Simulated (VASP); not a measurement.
A run of VASP 6.6.1:

Contents of INCAR:

```
PREC = Accurate ; ENCUT = 520
EDIFF = 1E-6 ; ISMEAR = 0
SIGMA = 0.05 ; LREAL = F
LASPH = T ; NELM = 100
ALGO = Normal ; ISIF = 2
LWAVE = F ; LCHARG = T
GGA = PS ; LELF = T
LVHAR = T ; NBANDS = 21
```

The input KPOINTS:

```
Automatic mesh
0
Gamma
  12 12 8
```

File POSCAR:

```
RuF2
1.0
    3.2196253729      0.0000000000      0.0000000000
   -1.6098126865      2.7882773636      0.0000000000
    0.0000000000      0.0000000000      4.3056267936
Ru F
1 2
Direct
    0.0000000000      0.0000000000      0.0000000000
    0.3333333333      0.6666666667      0.2223063709
    0.6666666667      0.3333333333      0.7962739668
```

Potentials or basis: VASP PAW PBE potentials, release 64 (Ru_pv, F).

Launch:

```console
$ cat potpaw_PBE.64/Ru_pv/POTCAR potpaw_PBE.64/F/POTCAR > POTCAR
$ mpirun -np 1 vasp_std > vasp.out
```

Hardware: 1 thread of Oxide Virtual Turin-like Processor, on a shared host.

Estimate the wall time of this run.

Run time: 75 s on 1 thread of Oxide Virtual Turin-like Processor, with other jobs on the host, peak memory 0.18 GiB. Counts: scf iterations 13, k points 131.
